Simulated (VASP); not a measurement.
Runs of VASP 6.6.1 on C. The structure is that of space group P6/mmm (No. 191), or close to it. The cells are those of the table. 

```tsv
task	level	spin	cell	k mesh	cutoff (eV)	smearing	gap on the mesh (eV)	pressure (GPa)
single point	PBE+D3(BJ)	off	a = 2.391, b = 2.391, c = 3.548 Å, angles 90.0, 90.0, 120.0°, 2 atoms	21 × 21 × 12	520	gaussian 0.1 eV	none	29.5
single point	PBE+D3(BJ)	off	a = 2.354, b = 2.354, c = 3.671 Å, angles 90.0, 90.0, 120.0°, 2 atoms	21 × 21 × 12	520	gaussian 0.1 eV	none	(c)
single point	PBE+D3(BJ)	off	a = 2.502, b = 2.502, c = 3.542 Å, angles 90.0, 90.0, 120.0°, 2 atoms	21 × 21 × 12	520	gaussian 0.1 eV	none	(b)
single point	PBE+D3(BJ)	off	a = 2.391, b = 2.391, c = 3.639 Å, angles 90.0, 90.0, 120.0°, 2 atoms	21 × 21 × 12	520	gaussian 0.1 eV	none	28.5
single point	PBE+D3(BJ)	off	a = 2.465, b = 2.465, c = 3.567 Å, angles 90.0, 90.0, 120.0°, 2 atoms	18 × 18 × 6	600	tetrahedron	none	0.0
relaxation of shape and atoms at fixed volume	PBE+D3(BJ)	off	relaxed from a = 2.498, b = 2.498, c = 3.819 Å, angles 90.0, 90.0, 120.0°, 2 atoms	18 × 18 × 12	600	gaussian 0.1 eV	none	-1.7
single point	PBEsol+D3(BJ)	off	a = 2.458, b = 2.458, c = 3.525 Å, angles 90.0, 90.0, 120.0°, 2 atoms	18 × 18 × 6	600	gaussian 0.1 eV	none	(a)
relaxation of shape and atoms at fixed volume	PBE+D3(BJ)	off	relaxed from a = 2.490, b = 2.490, c = 3.705 Å, angles 90.0, 90.0, 120.0°, 2 atoms	18 × 18 × 12	600	gaussian 0.1 eV	none	-1.4
single point	PBE+D3(BJ)	collinear, ferromagnetic start	a = 2.456, b = 2.456, c = 8.524 Å, angles 90.0, 90.0, 120.0°, 2 atoms	12 × 12 × 2	520	gaussian 0.1 eV	none	-
single point	PBE+D3(BJ)	off	a = 2.354, b = 2.354, c = 3.540 Å, angles 90.0, 90.0, 120.0°, 2 atoms	21 × 21 × 12	520	gaussian 0.1 eV	none	46.9
single point	PBE+D3(BJ)	off	a = 2.502, b = 2.502, c = 3.592 Å, angles 90.0, 90.0, 120.0°, 2 atoms	21 × 21 × 12	520	gaussian 0.1 eV	none	-10.9
```

Alike in all rows: potentials or basis VASP PAW PBE potentials, release 64 (C).

Question: Estimate the missing entries.

Answer: (a) 0.2; (b) -11.0; (c) 44.9.

Caveats: some runs use coarse meshes; tetrahedron occupations give inexact forces and stress in metals (some runs); the PAW data sets were made with another functional, which shifts forces and pressure a little (some runs).

A gap of «none» marks levels without a gap at the run's occupations.
